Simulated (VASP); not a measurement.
MgO: single point with PBEsol

MgO:

```
Mg O
1.0
     3.30347    0.00000    0.00000
    -1.65173    2.86089    0.00000
     0.00000    0.00000    5.01939
Mg O
2 2
Direct
  0.29895 0.64150 0.00366
  0.70105 0.35850 0.50366
  0.36523 0.69001 0.40094
  0.63477 0.30999 0.90094
```

This cell differs from its parent crystal: mode 4 frozen in at -0.072 Å and mode 5 at -0.072 Å (largest displacements).

```json
{
  "Program": "VASP 6.6.1",
  "Task": "single point",
  "Functional": "PBEsol",
  "Potentials or basis": "VASP PAW PBE potentials, release 64 (Mg, O)",
  "Cutoff": "520 eV",
  "k mesh": "9 × 9 × 6",
  "Occupations": "gaussian, width 0.05 eV",
  "Spin": "no spin polarisation"
}
```

* Pressure: -0.5 GPa
* Largest force: 0.365 eV/Å
* Band gap on the k mesh: 3.29 eV, direct

Forces in eV/Å, atoms in the order of the input:
```
Mg   0.272  0.236  0.059
Mg  -0.272 -0.236  0.059
O   -0.126 -0.145 -0.059
O    0.126  0.145 -0.059
```

Stress tensor (GPa, compression positive):
```
-0.61 -0.26  0.00
-0.26 -0.71  0.00
 0.00  0.00 -0.15
```

Levels at points of the mesh, in eV from the valence-band top:
```tsv
k point	band 4	band 5	band 6	band 7	band 8	band 9	band 10	band 11	band 12	band 13
(0.00, 0.00, 0.00)	-0.81	-0.73	-0.55	-0.35	0.00	3.28	8.30	10.08	13.69	14.31
(0.00, 0.00, 0.50)	-2.06	-0.63	-0.63	-0.59	-0.59	5.79	5.79	12.93	12.93	14.44
```

Wall time 110 s on 1 thread of Intel(R) Xeon(R) Platinum 8488C (Sapphire Rapids) (shared host), peak memory 0.26 GiB.

Caveat: the cell differs from its parent crystal (mode 4 frozen in at -0.072 Å and mode 5 at -0.072 Å (largest displacements)); the PAW data sets were made with another functional, which shifts forces and pressure a little. A k mesh can miss the band edges.
